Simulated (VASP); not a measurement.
Write the native input for VASP 6.6.1 that does the following.

| Item | Value |
| --- | --- |
| Task | single point |
| Functional | PBE |
| Potentials or basis | VASP PAW PBE potentials, release 64 (Be) |
| Cutoff | 520 eV |
| k mesh | 24 × 24 × 14 |
| Occupations | gaussian, width 0.15 eV |
| Spin | no spin polarisation |
| Dipole correction | no |
| Further INCAR settings | ALGO = Fast; EDIFF = 1e-06; NBANDS = 9 |

The structure of Be lies in POSCAR:

```
Be
1.0
    2.4144770842      0.0000000000      0.0000000000
   -1.2072385421      2.0909984917      0.0000000000
    0.0000000000      0.0000000000      3.5108775000
Be
2
Direct
    0.3333333333      0.6666666667      0.2500000000
    0.6666666667      0.3333333333      0.7500000000
```

This cell differs from its parent crystal: strain +0.050 along x and y, -0.025 along z.

One way to write it, as run:

INCAR

```
SYSTEM = Be
  ALGO = Fast
  EDIFF = 1E-6
  ENCUT = 520
  GGA = PE
  ISIF = 2
  ISMEAR = 0
  LASPH = .True.
  LCHARG = .True.
  LELF = .True.
  LREAL = .False.
  LVHAR = .True.
  LWAVE = .False.
  NBANDS = 9
  NELM = 60
  PREC = Accurate
  SIGMA = 0.15
```

KPOINTS

```
k-points
0
Gamma
  24 24 14
  0 0 0
```

Potentials or basis: VASP PAW PBE potentials, release 64 (Be).

Command:

```sh
$ cat potpaw_PBE.64/Be/POTCAR > POTCAR
$ mpirun -np 1 vasp_std > vasp.out
```

It gave:

```yaml
Pressure: -10.2 GPa
Band_gap_on_the_k_mesh: zero (band 2 reaches 7.06 eV, above the bottom of band 3 at 4.67 eV)
```

Caveat: the cell differs from its parent crystal (strain +0.050 along x and y, -0.025 along z).

Wall time 25 s on 1 thread of Intel(R) Xeon(R) 6975P-C (Granite Rapids), on a shared host, peak memory 0.17 GiB.
